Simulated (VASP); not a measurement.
# Ca (Pm-3n) in VASP: notebook

Ca is run at these levels: BLYP; tasks: single point.

Program: VASP 6.6.1. These are calculated values, not measurements. Logs are shortened: lines on timing, memory, paths and dates and some standing lists are left out, and cuts for length are marked.

## (1) The cell of the first run

Symmetry: Pm-3n, No. 223, cubic system. Conventional cell: a = 7.010 Å, b = 7.010 Å, c = 7.010 Å, α = 90.00°, β = 90.00°, γ = 90.00°. Within 5.1 Å of Ca (site symmetry m-3) lie 12 Ca at 3.92 Å. Ca (site symmetry -4m2) has 14 Ca at 3.50 to 4.29 Å within 4.6 Å.

## (2) Single point, BLYP

Contents of INCAR:

```
PREC = Accurate
ENCUT = 520
EDIFF = 1E-7
ISMEAR = -1
SIGMA = 0.1
LREAL = False
LASPH = True
NELM = 60
ALGO = Normal
ISIF = 2
LWAVE = False
LCHARG = False
GGA = B5
ALDAX = 1.0
AGGAX = 1.0
AGGAC = 1.0
ALDAC = 0.0
NBANDS = 50
```

Contents of KPOINTS:

```
regular mesh
0
Gamma
  4 4 4
```

Contents of POSCAR:

```
Ca
1.0
    7.0096312503      0.0000000000      0.0000000000
    0.0000000000      7.0096312503      0.0000000000
    0.0000000000      0.0000000000      7.0096312503
Ca
8
Direct
    1.0000000000      0.0000000000      1.0000000000
    0.5000000000      0.5000000000      0.5000000000
    0.2500000000      0.0000000000      0.5000000000
    0.7500000000      0.0000000000      0.5000000000
    0.5000000000      0.2500000000      1.0000000000
    0.5000000000      0.7500000000      1.0000000000
    1.0000000000      0.5000000000      0.2500000000
    1.0000000000      0.5000000000      0.7500000000
```

Potentials or basis: VASP PAW PBE potentials, release 64 (Ca_sv).

Launch:

```sh
cat potpaw_PBE.64/Ca_sv/POTCAR > POTCAR
mpirun -np 1 vasp_std > vasp.out
```

OUTCAR:

```text
PREC = Accurate
   ENCUT = 520
   EDIFF = 1E-7
   ISMEAR = -1
   LREAL = False
   LASPH = True
   NELM = 60
   ISIF = 2
   GGA = B5

 ion  position               nearest neighbor table
   1  0.000  0.000  0.000-
   2  0.500  0.500  0.500-
   3  0.250  0.000  0.500-
   4  0.750  0.000  0.500-
   5  0.500  0.250  0.000-
   6  0.500  0.750  0.000-
   7  0.000  0.500  0.250-
   8  0.000  0.500  0.750-

  LATTYP: Found a simple cubic cell.
 ALAT       =     7.0096312503

  Lattice vectors:

 A1 = (   7.0096312503,   0.0000000000,   0.0000000000)
 A2 = (   0.0000000000,   7.0096312503,   0.0000000000)
 A3 = (   0.0000000000,   0.0000000000,   7.0096312503)

Analysis of symmetry for initial positions (statically):
=====================================================================
 Subroutine PRICEL returns:
 Original cell was already a primitive cell.

 Routine SETGRP: Setting up the symmetry group for a
 simple cubic supercell.

 Subroutine GETGRP returns: Found 48 space group operations
 (whereof 24 operations were pure point group operations)
 out of a pool of 48 trial point group operations.

The static configuration has the point symmetry T_h .
 The point group associated with its full space group is O_h .

Analysis of symmetry for dynamics (positions and initial velocities):
=====================================================================
 Subroutine PRICEL returns:
 Original cell was already a primitive cell.

 Routine SETGRP: Setting up the symmetry group for a
 simple cubic supercell.

 Subroutine GETGRP returns: Found 48 space group operations
 (whereof 24 operations were pure point group operations)
 out of a pool of 48 trial point group operations.

The dynamic configuration has the point symmetry T_h .
 The point group associated with its full space group is O_h .

 Subroutine INISYM returns: Found 48 space group operations
 (whereof 24 operations are pure point group operations),
 and found     1 'primitive' translations

----------------------------------------------------------------------------------------

                                     Primitive cell

  volume of cell :     344.4177

  direct lattice vectors                    reciprocal lattice vectors
     7.009631250  0.000000000  0.000000000     0.142660857  0.000000000  0.000000000
     0.000000000  7.009631250  0.000000000     0.000000000  0.142660857  0.000000000
     0.000000000  0.000000000  7.009631250     0.000000000  0.000000000  0.142660857

  length of vectors
     7.009631250  7.009631250  7.009631250     0.142660857  0.142660857  0.142660857

  position of ions in fractional coordinates (direct lattice)
     0.000000000  0.000000000  0.000000000
     0.500000000  0.500000000  0.500000000
     0.250000000  0.000000000  0.500000000
     0.750000000  0.000000000  0.500000000
     0.500000000  0.250000000  0.000000000
     0.500000000  0.750000000  0.000000000
     0.000000000  0.500000000  0.250000000
     0.000000000  0.500000000  0.750000000

  ion indices of the primitive-cell ions
   primitive index   ion index
                 1           1
                 2           2
                 3           3
                 4           4
                 5           5
                 6           6
                 7           7
                 8           8

----------------------------------------------------------------------------------------

 KPOINTS: regular mesh

Automatic generation of k-mesh.
 Grid dimensions read from file:
 generate k-points for:    4    4    4

 Generating k-lattice:

  Cartesian coordinates                     Fractional coordinates (reciprocal lattice)
     0.035665214  0.000000000  0.000000000     0.250000000  0.000000000  0.000000000
     0.000000000  0.035665214  0.000000000     0.000000000  0.250000000  0.000000000
     0.000000000  0.000000000  0.035665214     0.000000000  0.000000000  0.250000000

  Length of vectors
     0.035665214  0.035665214  0.035665214

  Shift w.r.t. Gamma in fractional coordinates (k-lattice)
     0.000000000  0.000000000  0.000000000

 Subroutine IBZKPT returns following result:
 ===========================================

 Found     10 irreducible k-points:

 Following reciprocal coordinates:
            Coordinates               Weight
  0.000000  0.000000  0.000000      1.000000
  0.250000  0.000000  0.000000      6.000000
  0.500000  0.000000  0.000000      3.000000
  0.250000  0.250000  0.000000     12.000000
  0.500000  0.250000  0.000000     12.000000
  0.500000  0.500000  0.000000      3.000000
  0.250000  0.250000  0.250000      8.000000
  0.500000  0.250000  0.250000     12.000000
  0.500000  0.500000  0.250000      6.000000
  0.500000  0.500000  0.500000      1.000000
   k-points           NKPTS =     10   k-points in BZ     NKDIM =     10   number of bands    NBANDS=     50
   number of dos      NEDOS =    301   number of ions     NIONS =      8
   total plane-waves  NPLWV = 157464
   dimension x,y,z NGX =    54 NGY =   54 NGZ =   54
   dimension x,y,z NGXF=   108 NGYF=  108 NGZF=  108
   ions per type =               8
   NGX,Y,Z   is equivalent  to a cutoff of  12.81, 12.81, 12.81 a.u.
   NGXF,Y,Z  is equivalent  to a cutoff of  25.61, 25.61, 25.61 a.u.
 SYSTEM =  unknown system
   PREC   = accura    normal or accurate (medium, high low for compatibility)
   ISTART =      0    job   : 0-new  1-cont  2-samecut
   ICHARG =      2    charge: 1-file 2-atom 10-const
   ISPIN  =      1    spin polarized calculation?
   LNONCOLLINEAR =      F non collinear calculations
   LSORBIT =      F    spin-orbit coupling
   LASPH  =      T    aspherical Exc in radial PAW
   ENCUT  =  520.0 eV  38.22 Ry    6.18 a.u.  13.03 13.03 13.03*2*pi/ulx,y,z
   NELM   =     60;   NELMIN=  2; NELMDL= -5     # of ELM steps
   EDIFF  = 0.1E-06   stopping-criterion for ELM
   LREAL  =      F    real-space projection
   EDIFFG = 0.1E-05   stopping-criterion for IOM
   NSW    =      0    number of steps for IOM
   IBRION =     -1    ionic relax: 0-MD 1-quasi-New 2-CG
   NFREE  =      0    steps in history (QN), initial steepest desc. (CG)
   ISIF   =      2    stress and relaxation
   ISYM   =      2    0-nonsym 1-usesym 2-fastsym
   POTIM  = 0.5000    time-step for ionic-motion
   TEBEG  =    0.0;   TEEND  =   0.0 temperature during run
   PSTRESS=    0.0 pullay stress
   NELECT =      80.0000    total number of electrons
   NUPDOWN=      -1.0000    fix difference up-down
   EMIN   =  10.00;   EMAX   =-10.00  energy-range for DOS
   EFERMI =   0.00;   METHOD = LEGACY
   ISMEAR =    -1;   SIGMA  =   0.10  broadening in eV -4-tet -1-fermi 0-gaus
   EFERMI_NEDOS =   21; number of points for ismear=-14 and -15
   IALGO  =     38    algorithm
   IMIX   =      4    mixing-type and parameters
     AMIX     =   0.40;   BMIX     =  1.00
     AMIX_MAG =   1.60;   BMIX_MAG =  1.00
  volume/ion in A,a.u.               =      43.05       290.53
  Fermi-wavevector in a.u.,A,eV,Ry     =   1.006336  1.901699 13.778784  1.012712
  Thomas-Fermi vector in A             =   2.139072
   LORBIT       =      0    0 simple, 1 ext, 2 COOP (PROOUT), +10 PAW based schemes
   GGA     = B5    functional components
   LHFCALC =     F    Hartree Fock is set to
   AEXX    =    0.0000 exact exchange contribution
   IVDW    =     0    specifies the selected vdW correction
   LEPSILON=     F    determine dielectric tensor
   LRPA    =     F    only Hartree local field effects (RPA)
 non-spin polarized calculation
  energy-cutoff  :      520.00
  volume of cell :      344.42
 maximum number of plane-waves:      9328
 NGX is ok and might be reduce to    54
   NGX = 27   NGY = 27   NGZ = 27

 number of electron      80.0000039 magnetization

 Free energy of the ion-electron system (eV)
  ---------------------------------------------------
  ext. energy  EPLUGINS =         0.00000000
  ---------------------------------------------------
  free energy    TOTEN  =        -9.82098028 eV

  energy without entropy =       -9.53753231  energy(sigma->0) =       -9.67925630

 E-fermi :   2.3501     XC(G=0):  -7.2365

 val. band max:        2.3391874548   @ k =   0.2500   0.0000   0.0000
 cond. band min:       2.3853789897   @ k =   0.2500   0.0000   0.0000
 fundamental gap:      0.0461915349
 Fermi energy:         2.3500802689

 k-point     1 :       0.0000    0.0000    0.0000
  band No.  band energies     occupation
      1     -39.7484      2.00000
      2     -39.7407      2.00000
      3     -39.7407      2.00000
      4     -39.7342      2.00000
      5     -39.7300      2.00000
      6     -39.7231      2.00000
[... 42 lines left out ...]
     49       3.0243      0.00236
     50       3.0244      0.00235

 k-point     2 :       0.2500    0.0000    0.0000
  band No.  band energies     occupation
      1     -39.7468      2.00000
      2     -39.7412      2.00000
      3     -39.7388      2.00000
      4     -39.7343      2.00000
      5     -39.7305      2.00000
      6     -39.7255      2.00000
[... 42 lines left out ...]
     49       3.1757      0.00052
     50       3.1757      0.00052

 k-point     3 :       0.5000    0.0000    0.0000
  band No.  band energies     occupation
      1     -39.7435      2.00000
      2     -39.7435      2.00000
      3     -39.7351      2.00000
      4     -39.7351      2.00000
      5     -39.7300      2.00000
      6     -39.7300      2.00000
[... 42 lines left out ...]
     49       3.3033      0.00014
     50       3.3171      0.00013

 k-point     4 :       0.2500    0.2500    0.0000
  band No.  band energies     occupation
      1     -39.7451      2.00000
      2     -39.7402      2.00000
      3     -39.7384      2.00000
      4     -39.7344      2.00000
      5     -39.7310      2.00000
      6     -39.7260      2.00000
[... 42 lines left out ...]
     49       3.2790      0.00018
     50       3.2895      0.00017

 k-point     5 :       0.5000    0.2500    0.0000
  band No.  band energies     occupation
      1     -39.7428      2.00000
      2     -39.7410      2.00000
      3     -39.7358      2.00000
      4     -39.7340      2.00000
      5     -39.7311      2.00000
      6     -39.7301      2.00000
[... 42 lines left out ...]
     49       3.3668      0.00008
     50       3.3839      0.00006

 k-point     6 :       0.5000    0.5000    0.0000
  band No.  band energies     occupation
      1     -39.7419      2.00000
      2     -39.7366      2.00000
      3     -39.7366      2.00000
      4     -39.7337      2.00000
      5     -39.7313      2.00000
      6     -39.7301      2.00000
[... 42 lines left out ...]
     49       3.3060      0.00014
     50       3.4156      0.00005

 k-point     7 :       0.2500    0.2500    0.2500
  band No.  band energies     occupation
      1     -39.7434      2.00000
      2     -39.7385      2.00000
      3     -39.7385      2.00000
      4     -39.7346      2.00000
      5     -39.7314      2.00000
      6     -39.7259      2.00000
[... 42 lines left out ...]
     49       3.3602      0.00008
     50       3.3716      0.00007

 k-point     8 :       0.5000    0.2500    0.2500
  band No.  band energies     occupation
      1     -39.7402      2.00000
      2     -39.7402      2.00000
      3     -39.7347      2.00000
      4     -39.7347      2.00000
      5     -39.7310      2.00000
      6     -39.7310      2.00000
[... 42 lines left out ...]
     49       3.3563      0.00009
     50       3.3583      0.00008

 k-point     9 :       0.5000    0.5000    0.2500
  band No.  band energies     occupation
      1     -39.7392      2.00000
      2     -39.7357      2.00000
      3     -39.7357      2.00000
      4     -39.7334      2.00000
      5     -39.7317      2.00000
      6     -39.7310      2.00000
[... 42 lines left out ...]
     49       3.3730      0.00007
     50       3.4187      0.00005

 k-point    10 :       0.5000    0.5000    0.5000
  band No.  band energies     occupation
      1     -39.7342      2.00000
      2     -39.7342      2.00000
      3     -39.7325      2.00000
      4     -39.7325      2.00000
      5     -39.7325      2.00000
      6     -39.7325      2.00000
[... 42 lines left out ...]
     49       3.4107      0.00005
     50       3.4107      0.00005

------------------------ aborting loop because EDIFF is reached ----------------------------------------

  FORCE on cell =-STRESS in cart. coord.  units (eV):
  Direction    XX          YY          ZZ          XY          YZ          ZX
  --------------------------------------------------------------------------------------
  -------------------------------------------------------------------------------------
  Total        0.0258537      0.0258537      0.0258537      0.0000000      0.0000000     -0.0000000
  in kB        0.1202674      0.1202674      0.1202674      0.0000000      0.0000000     -0.0000000
  external PRESSURE =       0.1202674 kB  Pullay stress =       0.0000000 kB

 VOLUME and BASIS-vectors are now :
 -----------------------------------------------------------------------------
  energy-cutoff  :      520.00
  volume of cell :      344.42
      direct lattice vectors                 reciprocal lattice vectors
     7.009631250  0.000000000  0.000000000     0.142660857  0.000000000  0.000000000
     0.000000000  7.009631250  0.000000000     0.000000000  0.142660857  0.000000000
     0.000000000  0.000000000  7.009631250     0.000000000  0.000000000  0.142660857

 POSITION                                       TOTAL-FORCE (eV/Angst)
 -----------------------------------------------------------------------------------
      0.00000      0.00000      0.00000         0.000000      0.000000      0.000000
      3.50482      3.50482      3.50482         0.000000      0.000000      0.000000
      1.75241      0.00000      3.50482        -0.000000     -0.000000     -0.000000
      5.25722      0.00000      3.50482         0.000000      0.000000      0.000000
      3.50482      1.75241      0.00000        -0.000000      0.000000     -0.000000
      3.50482      5.25722      0.00000         0.000000     -0.000000      0.000000
      0.00000      3.50482      1.75241         0.000000     -0.000000      0.000000
      0.00000      3.50482      5.25722         0.000000      0.000000     -0.000000
 -----------------------------------------------------------------------------------
    total drift:                                0.000000      0.000000      0.000000

  FREE ENERGIE OF THE ION-ELECTRON SYSTEM (eV)
  ---------------------------------------------------
  free  energy   TOTEN  =        -9.8209802832 eV

  energy  without entropy=       -9.5375323145  energy(sigma->0) =       -9.67925630
```

Run time: 6.4 min. Hardware: 1 thread of AMD EPYC 7R43 (Zen 3), shared host; peak memory 0.39 GiB.

Results:

```
Free energy            : -9.8210 eV
Pressure               : 0.0 GPa
Band gap on the k mesh : zero (band 40 reaches 2.70 eV, above the bottom of band 41 at 2.13 eV)
```

Caveat: the PAW data sets were made with another functional, which shifts forces and pressure a little.

(Part 1 of 2 ends here.)
